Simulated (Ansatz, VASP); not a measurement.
## Two plane-wave programs on InH

```
In H
1.0
     3.29626    0.00000    0.00000
    -1.64813    2.85464    0.00000
     0.00000    0.00000   13.94721
In H
4 4
Direct
  0.00000 0.00000 0.00000
  0.33333 0.66667 0.25000
  0.00000 0.00000 0.50000
  0.66667 0.33333 0.75000
  0.00000 0.00000 0.85959
  0.00000 0.00000 0.14041
  0.00000 0.00000 0.35959
  0.00000 0.00000 0.64041
```

Alike in both runs: functional PBE; k mesh 12 × 12 × 4; occupations gaussian, width 0.1 eV; no spin polarisation.

Ansatz relaxed the structure, and its values are those at the end. VASP's run is a single point on that final structure, the one shown.

|  | VASP | Ansatz |
| --- | --- | --- |
| version | VASP 6.6.1 | Ansatz 0.2.0 |
| potentials or method | VASP PAW PBE potentials, release 64 (In_d, H), cutoff 500 eV | scalar-relativistic, plane waves, PAW |
| valence electrons in the cell | 56 | 56 |

Ansatz gave:

- gap on the k mesh at the Fermi level (eV): none
- pressure (GPa): 0.0

Problem. Estimate VASP's values.

Solution. gap on the k mesh at the Fermi level (eV): none; pressure (GPa): -0.1.

A gap of «none» marks a metal or a gap that the smearing closes. With one functional, cell and mesh, what is left measures potentials, basis and numerics.
